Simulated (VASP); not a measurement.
A run of VASP 6.6.1 is set up as follows.

File INCAR:

```
SYSTEM = LaBi
  ALGO = Normal
  EDIFF = 1E-7
  EDIFFG = -0.01
  ENCUT = 600
  GGA = CA
  IBRION = 2
  ISIF = 3
  ISMEAR = -1
  LASPH = .True.
  LCHARG = .False.
  LREAL = .False.
  LWAVE = .False.
  NELM = 100
  NSW = 80
  PREC = Accurate
  PSTRESS = 40.0
  SIGMA = 0.1
```

The input KPOINTS:

```
k-points
0
Gamma
  9 9 9
  0 0 0
```

File POSCAR:

```
LaBi
1.0
    0.0000000000      3.2825000000      3.2825000000
    3.2825000000      0.0000000000      3.2825000000
    3.2825000000      3.2825000000      0.0000000000
La Bi
1 1
Direct
    0.0000000000      0.0000000000      0.0000000000
    0.5000000000      0.5000000000      0.5000000000
```

Potentials or basis: VASP PAW LDA potentials, release 64 (La, Bi_d).

Run with:

```sh
$ cat potpaw_LDA.64/La/POTCAR potpaw_LDA.64/Bi_d/POTCAR > POTCAR
$ mpirun -np 1 vasp_std > vasp.out
```

Estimate the space group after relaxing (to 0.05 Å).

Fm-3m (No. 225).

What does it give for the band gap on the k mesh?

Zero (band 13 reaches 7.93 eV, above the bottom of band 14 at 7.43 eV).

The path:
```
step  energy change (eV)  largest force (eV/Å)  pressure (GPa)  volume (Å³)
   1              0.0000                0.0000           -1.51        70.74
   2              0.3103                0.0000           12.03        59.00
   3              0.0371                0.0000            3.90        64.73
   4              0.0400                0.0000            4.02        64.61
```

Caveat: the cell is relaxed towards a set pressure, so the enthalpy falls and the energy may rise; spin-orbit coupling is left out, which moves the levels of the heavy elements. Zero-point motion and thermal expansion aren't in these numbers.
